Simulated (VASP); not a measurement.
TiC (rocksalt type): single point with PBE

Crystal: TiC (rocksalt type).

```xyz
4
Lattice="2.1664 2.1664 0.0000 -2.1664 2.1664 0.0000 0.0000 0.0000 4.3327" Properties=species:S:1:pos:R:3 pbc="T T T"
Ti    0.0000    0.0000    0.0000
Ti    0.0000    2.1664    2.1664
C     0.0000    2.1664    0.0000
C     0.0000    0.0000    2.1664
```

```yaml
Program: VASP 6.6.1
Task: single point
Functional: PBE
Potentials_or_basis: VASP PAW PBE potentials, release 64 (Ti_sv, C)
Cutoff: 520 eV
k_mesh: 13 × 13 × 10
Occupations: fermi-dirac, width 0.05 eV
Spin: no spin polarisation
Dipole_correction: no
Further_INCAR_settings: ALGO = Normal; EDIFF = 1e-06; NBANDS = 24
```

| Quantity | Value |
| --- | --- |
| Pressure | 0.2 GPa |
| Band gap on the k mesh | zero (band 16 reaches 10.10 eV, above the bottom of band 17 at 9.00 eV) |

Levels at points of the mesh, in eV from the Fermi level:
| k point | band 13 | band 14 | band 15 | band 16 | band 17 | band 18 | band 19 | band 20 |
| --- | --- | --- | --- | --- | --- | --- | --- | --- |
| (0.00, 0.00, 0.00) | -0.06 | -0.06 | 0.67 | 0.67 | 0.67 | 1.66 | 1.66 | 1.66 |
| (0.00, 0.00, 0.50) | -0.61 | -0.61 | -0.42 | -0.42 | -0.42 | -0.42 | 2.17 | 2.17 |

It took 2.3 min on 1 thread of AMD EPYC 7R13 Processor (Zen 3), with other jobs on the host, peak memory 0.23 GiB.
